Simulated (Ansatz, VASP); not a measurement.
**Ru: VASP beside Ansatz**

INCAR

```
SYSTEM = Ru
  PREC = Accurate
  ENCUT = 520
  EDIFF = 1E-6
  ISMEAR = -1
  SIGMA = 0.05
  LREAL = .FALSE.
  LASPH = .TRUE.
  NELM = 60
  ALGO = Normal
  ISIF = 2
  LWAVE = .FALSE.
  LCHARG = .FALSE.
  GGA = PE
  NBANDS = 21
```

KPOINTS

```
Automatic mesh
0
G
  16 16 9
  0 0 0
```

The input POSCAR:

```
Ru
1.0
    2.7758475808      0.0000000000      0.0000000000
   -1.3879237904      2.4039545220      0.0000000000
    0.0000000000      0.0000000000      4.3725551357
Ru
2
Direct
    0.3333333333      0.6666666667      0.2500000000
    0.6666666667      0.3333333333      0.7500000000
```

Input for Ansatz:

```yaml
crystal:
  lattice:
    - [2.7758475808, 0.0, 0.0]
    - [-1.3879237904, 2.403954522, 0.0]
    - [0.0, 0.0, 4.3725551357]
  atoms:
    - { symbol: Ru, position: [0.3333333333, 0.6666666667, 0.25] }
    - { symbol: Ru, position: [0.6666666667, 0.3333333333, 0.75] }
kpoints:
  mp_grid: { grid: [16, 16, 9] }
scf:
  occupations: { method: fermi_dirac, width: 0.05 }
hamiltonian:
  xc: pbe
  pseudopotentials: { kind: all_electron, lapw: { basis_error: 0.0005 } }
output:
  forces: true
  stress: true
  eigenvalues: true
```

Change from the starting cell: volume scaled by 1.06.

Alike in both runs: task single point; functional PBE; k mesh 16 × 16 × 9; occupations fermi-dirac, width 0.05 eV; no spin polarisation.

|  | VASP | Ansatz |
| --- | --- | --- |
| version | VASP 6.6.1 | Ansatz 0.2.0 |
| potentials or method | VASP PAW PBE potentials, release 64 (Ru_pv), cutoff 520 eV | all-electron LAPW, scalar-relativistic |

Ansatz gave:

```
pressure (GPa)                                                : -15.8
traceless stress, the component that is largest in VASP (GPa) : -0.72
```

**Question.** Which values does VASP return?

**Answer.** Pressure (GPa): -15.9; traceless stress, the component that is largest in VASP (GPa): -0.72.

Ansatz ran all-electron here, and VASP with PAW potentials.
